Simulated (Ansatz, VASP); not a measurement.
## One calculation of Se, two programs

```xyz
6
Lattice="5.7946 3.3455 1.4763 -5.7946 3.3455 1.4763 0.0000 -6.6911 1.4763" Properties=species:S:1:pos:R:3 pbc="T T T"
Se    0.6846   -4.6610    2.0098
Se    3.6942    2.9234    2.0098
Se   -4.3788    1.7376    2.0098
Se   -0.6846    4.6610    2.4192
Se   -3.6942   -2.9234    2.4192
Se    4.3788   -1.7376    2.4192
```

Change from the starting cell: equal xx and yy strain of +2 %.

Alike in both runs: task single point; functional PBE; k mesh 6 × 6 × 6; occupations fermi-dirac, width 0.01 eV; no spin polarisation.

|  | VASP | Ansatz |
| --- | --- | --- |
| version | VASP 6.6.1 | Ansatz 0.2.0 |
| potentials or method | VASP PAW PBE potentials, release 64 (Se), cutoff 520 eV | all-electron LAPW, scalar-relativistic |

VASP gave:

- gap on the k mesh at the Fermi level (eV): 1.01
- pressure (GPa): 0.3
- traceless stress, the component that is largest in VASP (GPa): 0.88
- rms of the force components (eV/Å): 0.043

What did Ansatz give for the same quantities?

gap on the k mesh at the Fermi level (eV): 1.02; pressure (GPa): 0.2; traceless stress, the component that is largest in VASP (GPa): 0.92; rms of the force components (eV/Å): 0.052.

Atom by atom the forces differ by 0.020 eV/Å (rms over components). Ansatz ran all-electron here, and VASP with PAW potentials.
